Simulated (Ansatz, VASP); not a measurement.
**CaO: VASP beside Ansatz**

The input INCAR:

```
SYSTEM = CaO
ALGO = Normal
EDIFF = 1E-6
ENCUT = 520
GGA = PS
ISIF = 2
ISMEAR = 0
LASPH = .True.
LCHARG = .True.
LELF = .True.
LREAL = .False.
LVHAR = .True.
LWAVE = .False.
NBANDS = 15
NELM = 80
PREC = Accurate
SIGMA = 0.01
```

KPOINTS

```
k-points
0
Gamma
  10 10 10
  0 0 0
```

Contents of POSCAR:

```
CaO
1.0
    0.0000000000      2.3835762404      2.3716583592
    2.3835762404      0.0000000000      2.3716583592
    2.3835762404      2.3835762404      0.0000000000
Ca O
1 1
Direct
    0.0000000000      0.0000000000      0.0000000000
    0.5000000000      0.5000000000      0.5000000000
```

Input for Ansatz:

```yaml
crystal:
  lattice:
    - [0.0, 2.38357624035, 2.37165835915]
    - [2.38357624035, 0.0, 2.37165835915]
    - [2.38357624035, 2.38357624035, 0.0]
  atoms:
    - { symbol: Ca, position: [0.0, 0.0, 0.0] }
    - { symbol: O, position: [0.5, 0.5, 0.5] }
kpoints:
  mp_grid: { grid: [10, 10, 10] }
scf:
  occupations: { method: fixed }
  convergence: { dr2_threshold: 1.0e-10 }
hamiltonian:
  xc: pbesol
  pseudopotentials: { kind: all_electron, lapw: { basis_error: 0.0005 } }
output:
  forces: true
  stress: true
  eigenstates:
    kpoints:
      - [0.0, 0.0, 0.0]
      - [0.0, -0.5, -0.5]
      - [-0.5, 0.0, -0.5]
      - [-0.5, -0.5, 0.0]
      - [-0.5, 0.0, 0.0]
      - [0.0, -0.5, 0.0]
      - [0.0, 0.0, -0.5]
      - [-0.5, -0.5, -0.5]
  eigenvalues: true
```

Change from the starting cell: z stretched by -0.5 %, x and y held.

Alike in both runs: task single point; functional PBEsol; k mesh 10 × 10 × 10; no spin polarisation.

|  | VASP | Ansatz |
| --- | --- | --- |
| version | VASP 6.6.1 | Ansatz 0.2.0 |
| potentials or method | VASP PAW PBE potentials, release 64 (Ca_sv, O), cutoff 520 eV | all-electron LAPW, scalar-relativistic |
| occupations | gaussian, width 0.01 eV | fixed |

VASP gave:

- gap on the k mesh at the Fermi level (eV): 3.50
- pressure (GPa): 1.2
- traceless stress, the component that is largest in VASP (GPa): 0.61

Question: What did Ansatz give for the same quantities?

Answer: gap on the k mesh at the Fermi level (eV): 3.52; pressure (GPa): 0.6; traceless stress, the component that is largest in VASP (GPa): 0.59.

VASP's potentials were made for PBE, not for PBEsol. Ansatz ran all-electron here, and VASP with PAW potentials.
